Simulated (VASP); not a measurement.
A run of VASP 6.6.1 is set up as follows.

INCAR

```
SYSTEM = BaH
PREC = Accurate
ENCUT = 520
EDIFF = 1E-7
ISMEAR = 0
SIGMA = 0.1
LREAL = .FALSE.
LASPH = .TRUE.
NELM = 100
ALGO = Fast
ISIF = 2
LWAVE = .FALSE.
LCHARG = .FALSE.
GGA = PE
NBANDS = 32
```

File KPOINTS:

```
Automatic mesh
0
G
  12 12 4
  0 0 0
```

POSCAR

```
BaH
1.0
    4.1979774212      0.0000000000      0.0000000000
   -2.0989887106      3.6355550913      0.0000000000
    0.0000000000      0.0000000000     13.2119366303
Ba H
4 4
Direct
    0.0000000000      0.0000000000      0.0000000000
    0.0000000000      0.0000000000      0.5000000000
    0.3333333333      0.6666666667      0.7500000000
    0.6666666667      0.3333333333      0.2500000000
    0.3333333333      0.6666666667      0.1176551336
    0.6666666667      0.3333333333      0.6176551336
    0.3333333333      0.6666666667      0.3823448664
    0.6666666667      0.3333333333      0.8823448664
```

Potentials or basis: VASP PAW PBE potentials, release 64 (Ba_sv, H).

Command:

```console
$ cat potpaw_PBE.64/Ba_sv/POTCAR potpaw_PBE.64/H/POTCAR > POTCAR
$ mpirun -np 1 vasp_std > vasp.out
```

Q: Estimate the largest force.

A: 0.011 eV/Å.

Q: What does it give for the band gap on the k mesh?

A: Zero (bands 22 and 23 overlap by 0.44 eV).

Q: Estimate the pressure.

A: 0.3 GPa.

Forces on the atoms (eV/Å):
```
Ba   0.000  0.000  0.000
Ba   0.000  0.000  0.000
Ba   0.000  0.000  0.000
Ba   0.000  0.000  0.000
H    0.000  0.000  0.011
H    0.000  0.000  0.011
H    0.000  0.000 -0.011
H    0.000  0.000 -0.011
```

Caveat: spin-orbit coupling is left out, which moves the levels of the heavy elements.
